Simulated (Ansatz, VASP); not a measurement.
## One calculation of CoNiO2, two programs

The input INCAR:

```
PREC = Accurate
ENCUT = 520
EDIFF = 1E-7
ISMEAR = -1
SIGMA = 0.05
LREAL = False
LASPH = True
NELM = 150
ALGO = Normal
ISIF = 2
LWAVE = False
LCHARG = False
ISPIN = 2
MAGMOM = 1 2 0 0
LORBIT = 11
LMAXMIX = 4
GGA = CA
NBANDS = 28
```

Contents of KPOINTS:

```
Automatic mesh
0
Gamma
  9 9 6
```

The input POSCAR:

```
CoNiO2
1.0
    3.0143330000      0.0000000000      0.0000000000
    0.0000000000      3.0143330000      0.0000000000
    0.0000000000      0.0000000000      4.2222850000
Ni Co O
1 1 2
Direct
    0.0000000000      0.0000000000      0.0000000000
    0.5000000000      0.5000000000      0.5000000000
    0.0000000000      0.0000000000      0.5000000000
    0.5000000000      0.5000000000      0.0000000000
```

Contents of input.yaml:

```yaml
crystal:
  lattice:
    - [3.014333, 0.0, 0.0]
    - [0.0, 3.014333, 0.0]
    - [0.0, 0.0, 4.222285]
  atoms:
    - { symbol: Ni, position: [0.0, 0.0, 0.0], spin: 1.0 }
    - { symbol: Co, position: [0.5, 0.5, 0.5], spin: 2.0 }
    - { symbol: O, position: [0.0, 0.0, 0.5] }
    - { symbol: O, position: [0.5, 0.5, 0.0] }
hamiltonian:
  xc: lda
  pseudopotentials: { kind: paw }
magnetization:
  spin_polarized: true
kpoints:
  mp_grid: { grid: [9, 9, 6] }
  band_path:
    path:
      - [[0.0, 0.0, 0.0], [0.0, 0.5, 0.0], [0.5, 0.5, 0.0], [0.0, 0.0, 0.0], [0.0, 0.0, 0.5], [0.0, 0.5, 0.5], [0.5, 0.5, 0.5], [0.0, 0.0, 0.5]]
      - [[0.0, 0.5, 0.0], [0.0, 0.5, 0.5]]
      - [[0.5, 0.5, 0.0], [0.5, 0.5, 0.5]]
    npoints: 14
scf:
  occupations: { method: fermi_dirac, width: 0.05 }
  n_extra_bands: 10
output:
  forces: true
  stress: true
  eigenvalues: true
  fatbands: true
  write_density: true
  write_potential: true
  elf: true
  volumetric_format: npy
```

Alike in both runs: functional LDA; k mesh 9 × 9 × 6; occupations fermi-dirac, width 0.05 eV; collinear spin.

|  | VASP | Ansatz |
| --- | --- | --- |
| version | VASP 6.6.1 | Ansatz 0.2.0 |
| potentials or method | VASP PAW LDA potentials, release 64 (Ni, Co, O) | Ansatz PAW |
| plane-wave cutoff (eV) | 520 | 420 |
| valence electrons in the cell | 31 | 47 |
| task | single point | band structure |

|  | VASP | Ansatz | Ansatz less VASP |
| --- | --- | --- | --- |
| gap on the k mesh at the Fermi level (eV) | none | none | - |
| pressure (GPa) | -23.3 | -22.2 | +1.10 |
| traceless stress, the component that is largest in VASP (GPa) | -0.01 | 0.20 | +0.207 |
| net moment per atom (μB) | 0.84 | 0.91 | +0.070 |
| size of the moment on the site where the two differ most (μB) | 2.31 | 2.37 | +0.060 |

LDA's correlation is that of Perdew and Zunger in VASP and of Perdew and Wang (1992) in Ansatz. Site moments also hang on the region over which each program counts them. A gap of «none» marks a metal or a gap that the smearing closes. VASP's potentials hold 31 valence electrons a cell and Ansatz's 47, so a difference there can come from the potentials and not from the codes.
